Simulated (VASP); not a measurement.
# MgO (Fm-3m) in VASP: single point with PBE

Aim: the single point of MgO with PBE.

Program: VASP 6.6.1. These are calculated values, not measurements. Logs are shortened: lines on timing, memory, paths and dates and some standing lists are left out, and cuts for length are marked.

### 1 The cell of the first run

Symmetry: Fm-3m, No. 225, cubic system. The conventional cell has a = 4.212 Å, b = 4.212 Å, c = 4.212 Å, α = 90.00°, β = 90.00°, γ = 90.00°. Mg (site symmetry m-3m) has 6 O at 2.11 Å within 2.8 Å. Within 2.8 Å of O (site symmetry m-3m) lie 6 Mg at 2.11 Å.

### 2 Single point, PBE

Contents of INCAR:

```
SYSTEM = MgO
PREC = Accurate
ENCUT = 840
EDIFF = 1E-6
ISMEAR = 0
SIGMA = 0.1
LREAL = .False.
LASPH = .True.
NELM = 120
ALGO = Normal
ISIF = 2
LWAVE = .False.
LCHARG = .False.
GGA = PE
NBANDS = 15
GGA_COMPAT = .False.
```

Contents of KPOINTS:

```
Automatic mesh
0
Gamma
  8 8 8
  0 0 0
```

Contents of POSCAR:

```
MgO
1.0
    0.0000000000      2.1060000000      2.1060000000
    2.1060000000      0.0000000000      2.1060000000
    2.1060000000      2.1060000000      0.0000000000
Mg O
1 1
Direct
    0.0000000000      0.0000000000      0.0000000000
    0.5000000000      0.5000000000      0.5000000000
```

Potentials or basis: VASP PAW PBE potentials, release 64 (Mg_sv, O).

Command:

```
$ cat potpaw_PBE.64/Mg_sv/POTCAR potpaw_PBE.64/O/POTCAR > POTCAR
$ mpirun -np 1 vasp_std > vasp.out
```

OUTCAR:

```text
SYSTEM = MgO
   PREC = Accurate
   ENCUT = 840
   EDIFF = 1E-6
   ISMEAR = 0
   LREAL = .False.
   LASPH = .True.
   NELM = 120
   ISIF = 2
   GGA = PE

 ion  position               nearest neighbor table
   1  0.000  0.000  0.000-   2 2.11   2 2.11   2 2.11   2 2.11   2 2.11   2 2.11
   2  0.500  0.500  0.500-   1 2.11   1 2.11   1 2.11   1 2.11   1 2.11   1 2.11

  LATTYP: Found a face centered cubic cell.
 ALAT       =     4.2120000000

  Lattice vectors:

 A1 = (   0.0000000000,   2.1060000000,   2.1060000000)
 A2 = (   2.1060000000,   0.0000000000,   2.1060000000)
 A3 = (   2.1060000000,   2.1060000000,   0.0000000000)

Analysis of symmetry for initial positions (statically):
=====================================================================
 Subroutine PRICEL returns:
 Original cell was already a primitive cell.

 Routine SETGRP: Setting up the symmetry group for a
 face centered cubic supercell.

 Subroutine GETGRP returns: Found 48 space group operations
 (whereof 48 operations were pure point group operations)
 out of a pool of 48 trial point group operations.

The static configuration has the point symmetry O_h .

Analysis of symmetry for dynamics (positions and initial velocities):
=====================================================================
 Subroutine PRICEL returns:
 Original cell was already a primitive cell.

 Routine SETGRP: Setting up the symmetry group for a
 face centered cubic supercell.

 Subroutine GETGRP returns: Found 48 space group operations
 (whereof 48 operations were pure point group operations)
 out of a pool of 48 trial point group operations.

The dynamic configuration has the point symmetry O_h .

 Subroutine INISYM returns: Found 48 space group operations
 (whereof 48 operations are pure point group operations),
 and found     1 'primitive' translations

----------------------------------------------------------------------------------------

                                     Primitive cell

  volume of cell :      18.6812

  direct lattice vectors                    reciprocal lattice vectors
     0.000000000  2.106000000  2.106000000    -0.237416904  0.237416904  0.237416904
     2.106000000  0.000000000  2.106000000     0.237416904 -0.237416904  0.237416904
     2.106000000  2.106000000  0.000000000     0.237416904  0.237416904 -0.237416904

  length of vectors
     2.978333762  2.978333762  2.978333762     0.411218140  0.411218140  0.411218140

  position of ions in fractional coordinates (direct lattice)
     0.000000000  0.000000000  0.000000000
     0.500000000  0.500000000  0.500000000

  ion indices of the primitive-cell ions
   primitive index   ion index
                 1           1
                 2           2

----------------------------------------------------------------------------------------

 KPOINTS: Automatic mesh

Automatic generation of k-mesh.
 Grid dimensions read from file:
 generate k-points for:    8    8    8

 Generating k-lattice:

  Cartesian coordinates                     Fractional coordinates (reciprocal lattice)
    -0.029677113  0.029677113  0.029677113     0.125000000  0.000000000  0.000000000
     0.029677113 -0.029677113  0.029677113     0.000000000  0.125000000  0.000000000
     0.029677113  0.029677113 -0.029677113     0.000000000  0.000000000  0.125000000

  Length of vectors
     0.051402268  0.051402268  0.051402268

  Shift w.r.t. Gamma in fractional coordinates (k-lattice)
     0.000000000  0.000000000  0.000000000

 Subroutine IBZKPT returns following result:
 ===========================================

 Found     29 irreducible k-points:

 Following reciprocal coordinates:
            Coordinates               Weight
  0.000000  0.000000  0.000000      1.000000
  0.125000  0.000000  0.000000      8.000000
  0.250000  0.000000  0.000000      8.000000
  0.375000  0.000000  0.000000      8.000000
  0.500000  0.000000  0.000000      4.000000
  0.125000  0.125000  0.000000      6.000000
[... 16 lines left out ...]
  0.500000  0.250000  0.125000     48.000000
 -0.375000  0.250000  0.125000     24.000000
 [... further k-points ...]
   k-points           NKPTS =     29   k-points in BZ     NKDIM =     29   number of bands    NBANDS=     15
   number of dos      NEDOS =    301   number of ions     NIONS =      2
   total plane-waves  NPLWV =  21952
   dimension x,y,z NGX =    28 NGY =   28 NGZ =   28
   dimension x,y,z NGXF=    56 NGYF=   56 NGZF=   56
   ions per type =               1   1
   NGX,Y,Z   is equivalent  to a cutoff of  15.63, 15.63, 15.63 a.u.
   NGXF,Y,Z  is equivalent  to a cutoff of  31.26, 31.26, 31.26 a.u.
 SYSTEM =  MgO
   PREC   = accura    normal or accurate (medium, high low for compatibility)
   ISTART =      0    job   : 0-new  1-cont  2-samecut
   ICHARG =      2    charge: 1-file 2-atom 10-const
   ISPIN  =      1    spin polarized calculation?
   LNONCOLLINEAR =      F non collinear calculations
   LSORBIT =      F    spin-orbit coupling
   LASPH  =      T    aspherical Exc in radial PAW
   ENCUT  =  840.0 eV  61.74 Ry    7.86 a.u.   7.04  7.04  7.04*2*pi/ulx,y,z
   NELM   =    120;   NELMIN=  2; NELMDL= -5     # of ELM steps
   EDIFF  = 0.1E-05   stopping-criterion for ELM
   LREAL  =      F    real-space projection
   EDIFFG = 0.1E-04   stopping-criterion for IOM
   NSW    =      0    number of steps for IOM
   IBRION =     -1    ionic relax: 0-MD 1-quasi-New 2-CG
   NFREE  =      0    steps in history (QN), initial steepest desc. (CG)
   ISIF   =      2    stress and relaxation
   ISYM   =      2    0-nonsym 1-usesym 2-fastsym
   POTIM  = 0.5000    time-step for ionic-motion
   TEBEG  =    0.0;   TEEND  =   0.0 temperature during run
   PSTRESS=    0.0 pullay stress
   NELECT =      16.0000    total number of electrons
   NUPDOWN=      -1.0000    fix difference up-down
   EMIN   =  10.00;   EMAX   =-10.00  energy-range for DOS
   EFERMI =   0.00;   METHOD = LEGACY
   ISMEAR =     0;   SIGMA  =   0.10  broadening in eV -4-tet -1-fermi 0-gaus
   EFERMI_NEDOS =   21; number of points for ismear=-14 and -15
   IALGO  =     38    algorithm
   IMIX   =      4    mixing-type and parameters
     AMIX     =   0.40;   BMIX     =  1.00
     AMIX_MAG =   1.60;   BMIX_MAG =  1.00
  volume/ion in A,a.u.               =       9.34        63.03
  Fermi-wavevector in a.u.,A,eV,Ry     =   1.554700  2.937956 32.886513  2.417091
  Thomas-Fermi vector in A             =   2.658748
   LORBIT       =      0    0 simple, 1 ext, 2 COOP (PROOUT), +10 PAW based schemes
   GGA     = PE    functional components
   LHFCALC =     F    Hartree Fock is set to
   AEXX    =    0.0000 exact exchange contribution
   IVDW    =     0    specifies the selected vdW correction
   LEPSILON=     F    determine dielectric tensor
   LRPA    =     F    only Hartree local field effects (RPA)
 non-spin polarized calculation
 Gauss-broadening in eV      SIGMA  =   0.10
  energy-cutoff  :      840.00
  volume of cell :       18.68
 maximum number of plane-waves:      1056
   NGX = 15   NGY = 15   NGZ = 15

 number of electron      15.9999995 magnetization

 Free energy of the ion-electron system (eV)
  ---------------------------------------------------
  ext. energy  EPLUGINS =         0.00000000
  ---------------------------------------------------
  free energy    TOTEN  =       -11.87471101 eV

  energy without entropy =      -11.87471101  energy(sigma->0) =      -11.87471101

 E-fermi :   3.5193     XC(G=0): -11.3913

 val. band max:        2.9156961063   @ k =   0.0000   0.0000   0.0000
 cond. band min:       7.6559009099   @ k =   0.0000   0.0000   0.0000
 fundamental gap:      4.7402048037
 Fermi energy:         3.5193178754

 k-point     1 :       0.0000    0.0000    0.0000
  band No.  band energies     occupation
      1     -69.3523      2.00000
      2     -36.0770      2.00000
      3     -36.0770      2.00000
      4     -36.0770      2.00000
      5     -14.3330      2.00000
      6       2.9157      2.00000
      7       2.9157      2.00000
      8       2.9157      2.00000
      9       7.6559      0.00000
     10      18.7219      0.00000
     11      18.7219      0.00000
     12      18.7219      0.00000
     13      22.6351      0.00000
     14      24.4161      0.00000
     15      24.4161      0.00000

 k-point     2 :       0.1250    0.0000    0.0000
  band No.  band energies     occupation
      1     -69.3507      2.00000
      2     -36.0897      2.00000
      3     -36.0782      2.00000
      4     -36.0782      2.00000
      5     -14.1651      2.00000
      6       1.9638      2.00000
      7       2.8124      2.00000
      8       2.8124      2.00000
      9       8.5689      0.00000
     10      17.0429      0.00000
     11      19.0815      0.00000
     12      19.0815      0.00000
     13      23.4604      0.00000
     14      23.4604      0.00000
     15      24.8081      0.00000

 k-point     3 :       0.2500    0.0000    0.0000
  band No.  band energies     occupation
      1     -69.3478      2.00000
      2     -36.1206      2.00000
      3     -36.0813      2.00000
      4     -36.0813      2.00000
      5     -13.7305      2.00000
      6       0.2616      2.00000
      7       2.5742      2.00000
      8       2.5742      2.00000
      9      10.0152      0.00000
     10      15.4982      0.00000
     11      19.5819      0.00000
     12      19.5819      0.00000
     13      23.0676      0.00000
     14      23.0676      0.00000
     15      24.9646      0.00000
[... 343 lines left out ...]
 k-point    23 :       0.5000    0.2500    0.1250
  band No.  band energies     occupation
      1     -69.3432      2.00000
      2     -36.1428      2.00000
      3     -36.1048      2.00000
      4     -36.0904      2.00000
      5     -13.0504      2.00000
      6      -0.7808      2.00000
      7       1.1978      2.00000
      8       2.0492      2.00000
      9      12.4197      0.00000
     10      14.5763      0.00000
     11      16.8684      0.00000
     12      20.0816      0.00000
     13      22.6126      0.00000
     14      25.3350      0.00000
     15      28.9765      0.00000

 k-point    24 :      -0.3750    0.2500    0.1250
  band No.  band energies     occupation
      1     -69.3423      2.00000
      2     -36.1498      2.00000
      3     -36.1070      2.00000
      4     -36.0930      2.00000
      5     -12.8831      2.00000
      6      -1.0720      2.00000
      7       0.9907      2.00000
      8       1.9302      2.00000
      9      12.5950      0.00000
     10      15.1238      0.00000
     11      16.4381      0.00000
     12      19.8359      0.00000
     13      23.4528      0.00000
     14      25.0106      0.00000
     15      29.1106      0.00000

 [... further k-points ...]

------------------------ aborting loop because EDIFF is reached ----------------------------------------

  FORCE on cell =-STRESS in cart. coord.  units (eV):
  Direction    XX          YY          ZZ          XY          YZ          ZX
  --------------------------------------------------------------------------------------
  -------------------------------------------------------------------------------------
  Total        0.5583248      0.5583248      0.5583248      0.0000000      0.0000000      0.0000000
  in kB       47.8842166     47.8842166     47.8842166      0.0000000      0.0000000      0.0000000
  external PRESSURE =      47.8842166 kB  Pullay stress =       0.0000000 kB

 VOLUME and BASIS-vectors are now :
 -----------------------------------------------------------------------------
  energy-cutoff  :      840.00
  volume of cell :       18.68
      direct lattice vectors                 reciprocal lattice vectors
     0.000000000  2.106000000  2.106000000    -0.237416904  0.237416904  0.237416904
     2.106000000  0.000000000  2.106000000     0.237416904 -0.237416904  0.237416904
     2.106000000  2.106000000  0.000000000     0.237416904  0.237416904 -0.237416904

 POSITION                                       TOTAL-FORCE (eV/Angst)
 -----------------------------------------------------------------------------------
      0.00000      0.00000      0.00000         0.000000     -0.000000      0.000000
      2.10600      2.10600      2.10600        -0.000000      0.000000     -0.000000
 -----------------------------------------------------------------------------------
    total drift:                                0.000000      0.000000      0.000000

  FREE ENERGIE OF THE ION-ELECTRON SYSTEM (eV)
  ---------------------------------------------------
  free  energy   TOTEN  =       -11.8747110140 eV

  energy  without entropy=      -11.8747110140  energy(sigma->0) =      -11.87471101
```

Run time: 22 s. Hardware: 1 thread of Intel Xeon Platinum 8375C at 2.90GHz (Ice Lake), shared host; peak memory 0.16 GiB.

Results:

```
Free energy            : -11.8747 eV
Pressure               : 4.8 GPa
Band gap on the k mesh : 4.74 eV
```

Levels at points of the mesh, in eV from the valence-band top:
```csv
k point,band 5,band 6,band 7,band 8,band 9,band 10,band 11,band 12
"(0.00, 0.00, 0.00)",-17.25,0.00,0.00,0.00,4.74,15.81,15.81,15.81
"(0.50, 0.00, 0.00)",-15.94,-4.61,-0.66,-0.66,7.91,12.62,16.33,16.33
"(0.50, 0.50, 0.00)",-15.72,-4.05,-1.34,-1.34,9.13,10.00,13.10,18.99
```

Caveat: the cell stands under pressure.
